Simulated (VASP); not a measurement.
# SiF (Pmmn) in VASP: a series of runs

The runs below take SiF through single point, with PBE.

Program: VASP 6.6.1. These are calculated values, not measurements. Logs are shortened: lines on timing, memory, paths and dates and some standing lists are left out, and cuts for length are marked.

## (1) The cell of the first run

Symmetry: Pmmn, No. 59, orthorhombic system. Conventional cell: a = 3.986 Å, b = 6.620 Å, c = 6.397 Å, α = 90.00°, β = 90.00°, γ = 90.00°. Within 2.2 Å of Si (site symmetry m) lie 1 F at 1.63 Å. Within 2.2 Å of F (site symmetry m) lie 1 Si at 1.63 Å.

## (2) Single point, PBE

Contents of INCAR:

```
PREC = Accurate
ENCUT = 520
EDIFF = 1E-6
ISMEAR = 0
SIGMA = 0.2
LREAL = F
LASPH = T
NELM = 60
ALGO = Normal
ISIF = 2
LWAVE = F
LCHARG = F
GGA = PE
NBANDS = 32
```

Contents of KPOINTS:

```
regular mesh
0
Gamma
  4 3 3
```

Contents of POSCAR:

```
SiF
1.0
    3.9860065231      0.0000000000      0.0000000000
    0.0000000000      6.6200633169      0.0000000000
    0.0000000000      0.0000000000      6.3969841708
Si F
4 4
Direct
    0.0000000000      0.8175127299      0.0772579464
    0.5000000000      0.6824872701      0.9227420536
    0.5000000000      0.3175127299      0.9227420536
    0.0000000000      0.1824872701      0.0772579464
    0.0000000000      0.7444208920      0.3199538616
    0.5000000000      0.7555791080      0.6800461384
    0.5000000000      0.2444208920      0.6800461384
    0.0000000000      0.2555791080      0.3199538616
```

Potentials or basis: VASP PAW PBE potentials, release 64 (Si, F).

Command:

```sh
> cat potpaw_PBE.64/Si/POTCAR potpaw_PBE.64/F/POTCAR > POTCAR
> mpirun -np 1 vasp_std > vasp.out
```

OUTCAR:

```text
PREC = Accurate
   ENCUT = 520
   EDIFF = 1E-6
   ISMEAR = 0
   LREAL = F
   LASPH = T
   NELM = 60
   ISIF = 2
   GGA = PE

 ion  position               nearest neighbor table
   1  0.000  0.818  0.077-   5 1.63   2 2.40   2 2.40   4 2.42
   2  0.500  0.682  0.923-   6 1.63   1 2.40   1 2.40   3 2.42
   3  0.500  0.318  0.923-   7 1.63   4 2.40   4 2.40   2 2.42
   4  0.000  0.182  0.077-   8 1.63   3 2.40   3 2.40   1 2.42
   5  0.000  0.744  0.320-   1 1.63
   6  0.500  0.756  0.680-   2 1.63
   7  0.500  0.244  0.680-   3 1.63
   8  0.000  0.256  0.320-   4 1.63

  LATTYP: Found a simple orthorhombic cell.
 ALAT       =     3.9860065231
 B/A-ratio  =     1.6048604371
 C/A-ratio  =     1.6608260118

  Lattice vectors:

 A1 = (  -3.9860065231,   0.0000000000,   0.0000000000)
 A2 = (   0.0000000000,   0.0000000000,   6.3969841708)
 A3 = (   0.0000000000,   6.6200633169,   0.0000000000)

Analysis of symmetry for initial positions (statically):
=====================================================================
 Subroutine PRICEL returns:
 Original cell was already a primitive cell.

 Routine SETGRP: Setting up the symmetry group for a
 simple orthorhombic supercell.

 Subroutine GETGRP returns: Found  8 space group operations
 (whereof  4 operations were pure point group operations)
 out of a pool of  8 trial point group operations.

The static configuration has the point symmetry C_2v.
 The point group associated with its full space group is D_2h.

Analysis of symmetry for dynamics (positions and initial velocities):
=====================================================================
 Subroutine PRICEL returns:
 Original cell was already a primitive cell.

 Routine SETGRP: Setting up the symmetry group for a
 simple orthorhombic supercell.

 Subroutine GETGRP returns: Found  8 space group operations
 (whereof  4 operations were pure point group operations)
 out of a pool of  8 trial point group operations.

The dynamic configuration has the point symmetry C_2v.
 The point group associated with its full space group is D_2h.

 Subroutine INISYM returns: Found  8 space group operations
 (whereof  4 operations are pure point group operations),
 and found     1 'primitive' translations

[... 93 lines left out ...]
   EDIFF  = 0.1E-05   stopping-criterion for ELM
   LREAL  =      F    real-space projection
   EDIFFG = 0.1E-04   stopping-criterion for IOM
   NSW    =      0    number of steps for IOM
   IBRION =     -1    ionic relax: 0-MD 1-quasi-New 2-CG
   NFREE  =      0    steps in history (QN), initial steepest desc. (CG)
   ISIF   =      2    stress and relaxation
   ISYM   =      2    0-nonsym 1-usesym 2-fastsym
   POTIM  = 0.5000    time-step for ionic-motion
   TEBEG  =    0.0;   TEEND  =   0.0 temperature during run
   PSTRESS=    0.0 pullay stress
   NELECT =      44.0000    total number of electrons
   NUPDOWN=      -1.0000    fix difference up-down
   EMIN   =  10.00;   EMAX   =-10.00  energy-range for DOS
   EFERMI =   0.00;   METHOD = LEGACY
   ISMEAR =     0;   SIGMA  =   0.20  broadening in eV -4-tet -1-fermi 0-gaus
   EFERMI_NEDOS =   21; number of points for ismear=-14 and -15
   IALGO  =     38    algorithm
   IMIX   =      4    mixing-type and parameters
     AMIX     =   0.40;   BMIX     =  1.00
     AMIX_MAG =   1.60;   BMIX_MAG =  1.00
  volume/ion in A,a.u.               =      21.10       142.39
  Fermi-wavevector in a.u.,A,eV,Ry     =   1.045765  1.976208 14.879651  1.093623
  Thomas-Fermi vector in A             =   2.180574
   LORBIT       =      0    0 simple, 1 ext, 2 COOP (PROOUT), +10 PAW based schemes
   GGA     = PE    functional components
   LHFCALC =     F    Hartree Fock is set to
   AEXX    =    0.0000 exact exchange contribution
   IVDW    =     0    specifies the selected vdW correction
   LEPSILON=     F    determine dielectric tensor
   LRPA    =     F    only Hartree local field effects (RPA)
 non-spin polarized calculation
 Gauss-broadening in eV      SIGMA  =   0.20
  energy-cutoff  :      520.00
  volume of cell :      168.80
 maximum number of plane-waves:      4570
 NGX is ok and might be reduce to    30
   NGX = 15   NGY = 25   NGZ = 23

 number of electron      43.9999990 magnetization

 Free energy of the ion-electron system (eV)
  ---------------------------------------------------
  ext. energy  EPLUGINS =         0.00000000
  ---------------------------------------------------
  free energy    TOTEN  =       -42.26234489 eV

  energy without entropy =      -42.25966229  energy(sigma->0) =      -42.26100359

 E-fermi :   1.3851     XC(G=0):  -7.5357

 val. band max:        1.1148150931   @ k =   0.0000   0.0000   0.3333
 cond. band min:       1.6373872285   @ k =   0.0000   0.0000   0.3333
 fundamental gap:      0.5225721354
 Fermi energy:         1.3850757866

 k-point     1 :       0.0000    0.0000    0.0000
  band No.  band energies     occupation
      1     -23.4166      2.00000
      2     -23.3548      2.00000
      3     -23.3368      2.00000
      4     -23.2817      2.00000
      5      -9.1588      2.00000
      6      -7.6454      2.00000
[... 409 lines left out ...]
     31      10.0619      0.00000
     32      10.0626      0.00000

------------------------ aborting loop because EDIFF is reached ----------------------------------------

  FORCE on cell =-STRESS in cart. coord.  units (eV):
  Direction    XX          YY          ZZ          XY          YZ          ZX
  --------------------------------------------------------------------------------------
  -------------------------------------------------------------------------------------
  Total       -0.2510619     -0.1003360      1.5074219      0.0000000      0.0000000      0.0000000
  in kB       -2.3829557     -0.9523401     14.3077046      0.0000000      0.0000000      0.0000000
  external PRESSURE =       3.6574696 kB  Pullay stress =       0.0000000 kB

 VOLUME and BASIS-vectors are now :
 -----------------------------------------------------------------------------
  energy-cutoff  :      520.00
  volume of cell :      168.80
      direct lattice vectors                 reciprocal lattice vectors
     3.986006523  0.000000000  0.000000000     0.250877663  0.000000000  0.000000000
     0.000000000  6.620063317  0.000000000     0.000000000  0.151055957  0.000000000
     0.000000000  0.000000000  6.396984171     0.000000000  0.000000000  0.156323663

 POSITION                                       TOTAL-FORCE (eV/Angst)
 -----------------------------------------------------------------------------------
      0.00000      5.41199      0.49422        -0.000000      0.125077     -0.264760
      1.99300      4.51811      5.90277         0.000000     -0.125077      0.264760
      1.99300      2.10195      5.90277         0.000000      0.125077      0.264760
      0.00000      1.20808      0.49422        -0.000000     -0.125077     -0.264760
      0.00000      4.92811      2.04674        -0.000000     -0.068723      0.228073
      1.99300      5.00198      4.35024         0.000000      0.068723     -0.228073
      1.99300      1.61808      4.35024        -0.000000     -0.068723     -0.228073
      0.00000      1.69195      2.04674        -0.000000      0.068723      0.228073
 -----------------------------------------------------------------------------------
    total drift:                                0.000000      0.000000      0.000000

  FREE ENERGIE OF THE ION-ELECTRON SYSTEM (eV)
  ---------------------------------------------------
  free  energy   TOTEN  =       -42.2623448932 eV

  energy  without entropy=      -42.2596622893  energy(sigma->0) =      -42.26100359
```

OSZICAR:

```text
N       E                     dE             d eps       ncg     rms          rms(c)
DAV:   1     0.259929418138E+03    0.25993E+03   -0.20931E+04   768   0.119E+03
DAV:   2    -0.236253061888E+02   -0.28355E+03   -0.27431E+03   984   0.265E+02
DAV:   3    -0.445538469472E+02   -0.20929E+02   -0.20815E+02   944   0.775E+01
DAV:   4    -0.448011440720E+02   -0.24730E+00   -0.24721E+00   904   0.942E+00
DAV:   5    -0.448046863819E+02   -0.35423E-02   -0.35417E-02   976   0.109E+00    0.135E+01
DAV:   6    -0.423089501808E+02    0.24957E+01   -0.10071E+01   928   0.219E+01    0.815E+00
DAV:   7    -0.422855966492E+02    0.23354E-01   -0.70404E-01   848   0.445E+00    0.332E+00
DAV:   8    -0.422571674669E+02    0.28429E-01   -0.70965E-02   952   0.197E+00    0.118E+00
DAV:   9    -0.422599606422E+02   -0.27932E-02   -0.21789E-02   864   0.844E-01    0.192E-01
DAV:  10    -0.422621772102E+02   -0.22166E-02   -0.27167E-03   920   0.255E-01    0.117E-01
DAV:  11    -0.422623371731E+02   -0.15996E-03   -0.39306E-04   944   0.136E-01    0.161E-02
DAV:  12    -0.422623412653E+02   -0.40922E-05   -0.30928E-05   952   0.320E-02    0.511E-03
DAV:  13    -0.422623444330E+02   -0.31677E-05   -0.30475E-06   928   0.981E-03    0.560E-03
DAV:  14    -0.422623448932E+02   -0.46019E-06   -0.20621E-07   656   0.263E-03
   1 F= -.42262345E+02 E0= -.42261004E+02  d E =-.268260E-02
```

It took 30 s on 1 thread of Intel Xeon 6975P-C (Granite Rapids), shared host; peak memory 0.25 GiB.

What came out:

```yaml
Free_energy: -42.2623 eV
Pressure: 0.4 GPa
Largest_force: 0.293 eV/Å
Band_gap_on_the_k_mesh: 0.52 eV, direct
```

Forces on the atoms (eV/Å):
```
Si   0.000  0.125 -0.265
Si   0.000 -0.125  0.265
Si   0.000  0.125  0.265
Si   0.000 -0.125 -0.265
F    0.000 -0.069  0.228
F    0.000  0.069 -0.228
F    0.000 -0.069 -0.228
F    0.000  0.069  0.228
```

A k mesh can miss the band edges. Expect the measured gap to be larger: semilocal functionals such as PBE lack the derivative discontinuity.

## (3) Single point, PBE

This run uses another cell than the first one, of 21.88 Å³/atom, 1.037 times its volume.

Contents of INCAR:

```
  PREC = Accurate
  ENCUT = 520
  EDIFF = 1E-6
  ISMEAR = 0
  SIGMA = 0.1
  LREAL = False
  LASPH = True
  NELM = 100
  ALGO = Normal
  ISIF = 2
  LWAVE = False
  LCHARG = True
  GGA = PE
  LELF = True
  LVHAR = True
  NBANDS = 32
```

Contents of KPOINTS:

```
regular mesh
0
Gamma
  4 2 2
```

Contents of POSCAR:

```
SiF
1.0
   -3.9647452939      0.0000000000      0.0000000000
    0.0000000000      0.0000000000     -6.6295562951
    0.0000000000     -6.6600944047      0.0000000000
Si F
4 4
Direct
    0.0000000000      0.9260801128      0.1811851446
    0.5000000000      0.0739198872      0.3188148554
    0.5000000000      0.0739198872      0.6811851446
    1.0000000000      0.9260801128      0.8188148554
    1.0000000000      0.6906656316      0.2508700284
    0.5000000000      0.3093343684      0.2491299716
    0.5000000000      0.3093343684      0.7508700284
    1.0000000000      0.6906656316      0.7491299716
```

Potentials or basis: VASP PAW PBE potentials, release 64 (Si, F).

Command:

```sh
> cat potpaw_PBE.64/Si/POTCAR potpaw_PBE.64/F/POTCAR > POTCAR
> mpirun -np 1 vasp_std > vasp.out
```

Run time: 33 s. Hardware: 1 thread of Intel Xeon 6975P-C (Granite Rapids), shared host; peak memory 0.26 GiB.

Results (log left out):

```yaml
Free_energy: -42.2667 eV
Pressure: 0.3 GPa
Largest_force: 0.224 eV/Å
Band_gap_on_the_k_mesh: 0.46 eV, direct
```

Forces in eV/Å, atoms in the order of the input:
```
Si   0.000  0.061 -0.216
Si   0.000 -0.061  0.216
Si   0.000  0.061  0.216
Si   0.000 -0.061 -0.216
F    0.000 -0.059  0.199
F    0.000  0.059 -0.199
F    0.000 -0.059 -0.199
F    0.000  0.059  0.199
```

Stress tensor (GPa, compression positive):
```
 0.07  0.00  0.00
 0.00 -0.29  0.00
 0.00  0.00  0.98
```

Levels at points of the mesh, in eV from the valence-band top:
```csv
k point,band 19,band 20,band 21,band 22,band 23,band 24,band 25,band 26
"(0.00, 0.00, 0.00)",-4.24,-1.23,-0.25,-0.02,0.70,2.32,2.61,3.55
"(0.50, 0.00, 0.00)",-3.58,-3.58,-2.21,-2.21,2.67,2.67,4.62,4.62
"(0.00, 0.50, 0.00)",-4.19,-1.20,-0.26,0.00,0.46,2.18,2.58,3.48
"(0.50, 0.50, 0.00)",-3.72,-3.72,-2.24,-2.24,2.64,2.64,4.55,4.55
"(0.00, 0.00, 0.50)",-2.46,-2.46,-0.77,-0.77,1.40,1.40,3.05,3.05
"(0.50, 0.00, 0.50)",-3.86,-3.86,-1.17,-1.17,2.04,2.04,3.40,3.40
"(0.00, 0.50, 0.50)",-2.44,-2.44,-0.74,-0.74,1.25,1.25,2.96,2.96
"(0.50, 0.50, 0.50)",-4.02,-4.02,-1.19,-1.19,2.01,2.01,3.31,3.31
```

Caveat: the k points lie up to 0.47 Å⁻¹ apart. A k mesh can miss the band edges.

## (4) Single point, PBE

This run uses another cell than the first one, of 21.88 Å³/atom, 1.037 times its volume.

Contents of INCAR:

```
SYSTEM = SiF
PREC = Accurate
ENCUT = 520
EDIFF = 1E-6
ISMEAR = 0
SIGMA = 0.02
LREAL = .False.
LASPH = .True.
NELM = 80
ALGO = Normal
ISIF = 2
LWAVE = .False.
LCHARG = .False.
GGA = PE
NBANDS = 32
```

Contents of KPOINTS:

```
regular mesh
0
Gamma
  10 6 6
  0 0 0
```

Contents of POSCAR:

```
SiF
1.0
    3.9647452939      0.0000000000      0.0000000000
    0.0000000000      6.6600944047      0.0000000000
    0.0000000000      0.0000000000      6.6295562951
Si F
4 4
Direct
    0.0000000000      0.8188148554      0.0739198872
    0.5000000000      0.6811851446      0.9260801128
    0.5000000000      0.3188148554      0.9260801128
    0.0000000000      0.1811851446      0.0739198872
    0.0000000000      0.7491299716      0.3093343684
    0.5000000000      0.7508700284      0.6906656316
    0.5000000000      0.2491299716      0.6906656316
    0.0000000000      0.2508700284      0.3093343684
```

Command:

```sh
> cat potpaw_PBE.64/Si/POTCAR potpaw_PBE.64/F/POTCAR > POTCAR
> mpirun -np 1 vasp_std > vasp.out
```

Wall time 8.5 min (1 thread of Intel Xeon 6975P-C, shared host); peak memory 0.52 GiB.

The run converged. Its results:

| Quantity | Value |
| --- | --- |
| Free energy | -42.3319 eV |
| Pressure | 0.2 GPa |
| Largest force | 0.199 eV/Å |
| Band gap on the k mesh | 0.46 eV, direct |

Forces on the atoms (eV/Å):
```
Si   0.000  0.057 -0.191
Si   0.000 -0.057  0.191
Si   0.000  0.057  0.191
Si   0.000 -0.057 -0.191
F    0.000 -0.056  0.190
F    0.000  0.056 -0.190
F    0.000 -0.056 -0.190
F    0.000  0.056  0.190
```

Stress tensor (GPa, compression positive):
```
-0.18  0.00  0.00
 0.00 -0.09  0.00
 0.00  0.00  0.96
```

Levels at points of the mesh, in eV from the valence-band top:
```csv
k point,band 20,band 21,band 22,band 23,band 24,band 25
"(0.00, 0.00, 0.00)",-1.23,-0.25,-0.02,0.70,2.33,2.61
"(0.50, 0.00, 0.00)",-3.57,-2.21,-2.21,2.67,2.67,4.62
"(0.00, 0.50, 0.00)",-2.46,-0.77,-0.77,1.40,1.40,3.05
"(0.50, 0.50, 0.00)",-3.86,-1.17,-1.17,2.04,2.04,3.40
"(0.00, 0.00, 0.50)",-1.20,-0.26,0.00,0.46,2.19,2.59
"(0.50, 0.00, 0.50)",-3.72,-2.23,-2.23,2.65,2.65,4.55
"(0.00, 0.50, 0.50)",-2.44,-0.74,-0.74,1.26,1.26,2.96
"(0.50, 0.50, 0.50)",-4.02,-1.19,-1.19,2.01,2.01,3.31
```

## (5) Summary

```csv
cell,k mesh,smearing,gap on the mesh (eV),pressure (GPa),largest force (eV/Å)
"a = 3.986, b = 6.620, c = 6.397 Å, 8 atoms",4 × 3 × 3,gaussian 0.2 eV,0.52,0.4,0.29
"a = 3.965, b = 6.630, c = 6.660 Å, 8 atoms",4 × 2 × 2,gaussian 0.1 eV,0.46,0.3,0.22
"a = 3.965, b = 6.660, c = 6.630 Å, 8 atoms",10 × 6 × 6,gaussian 0.02 eV,0.46,0.2,0.20
```

Alike in all rows: task single point; level PBE; potentials or basis VASP PAW PBE potentials, release 64 (Si, F); no spin polarisation; cutoff (eV) 520.

Caveats: some runs use coarse meshes.

Total energies depend on the potentials used, so only differences within one code and one set of settings carry meaning.
